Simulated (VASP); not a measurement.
LaBRh3, 5 atoms in the cell. Symmetry: Pm-3m, No. 221, cubic system. The conventional cell has a = 4.352 Å, b = 4.352 Å, c = 4.352 Å, α = 90.00°, β = 90.00°, γ = 90.00°. La (site symmetry m-3m) has 12 Rh at 3.08 Å and 8 B at 3.77 Å within 4.1 Å. Within 2.9 Å of B (site symmetry m-3m) lie 6 Rh at 2.18 Å. Within 2.9 Å of Rh (site symmetry 4/mmm) lie 2 B at 2.18 Å. 

* Program: VASP 6.6.1
* Task: single point
* Functional: r2SCAN
* Dispersion: D3(BJ)
* Potentials or basis: VASP PAW PBE potentials, release 64 (La, B, Rh_pv)
* Cutoff: 520 eV
* k mesh: 6 × 6 × 6
* Occupations: fermi-dirac, width 0.1 eV
* Spin: no spin polarisation
* Dipole correction: no
* Further INCAR settings: ALGO = Normal; EDIFF = 1e-06; NBANDS = 38

Potentials or basis: VASP PAW PBE potentials, release 64 (La, B, Rh_pv).

Command:

```console
$ cat potpaw_PBE.64/La/POTCAR potpaw_PBE.64/B/POTCAR potpaw_PBE.64/Rh_pv/POTCAR > POTCAR
$ cp INCAR.step1 INCAR
$ mpirun -np 1 vasp_std > vasp.out
$ cp INCAR.step2 INCAR
$ mpirun -np 1 vasp_std > vasp.out
```

Hardware: 1 thread of Intel(R) Xeon(R) Platinum 8259CL CPU @ 2.50GHz (Skylake/Cascade Lake), on a shared host.

Task: Estimate the wall time of this run.

Result: Wall time 2.8 min on 1 thread of Intel(R) Xeon(R) Platinum 8259CL CPU @ 2.50GHz (Skylake/Cascade Lake), with other jobs on the host, peak memory 0.24 GiB. Counts: k points 20.
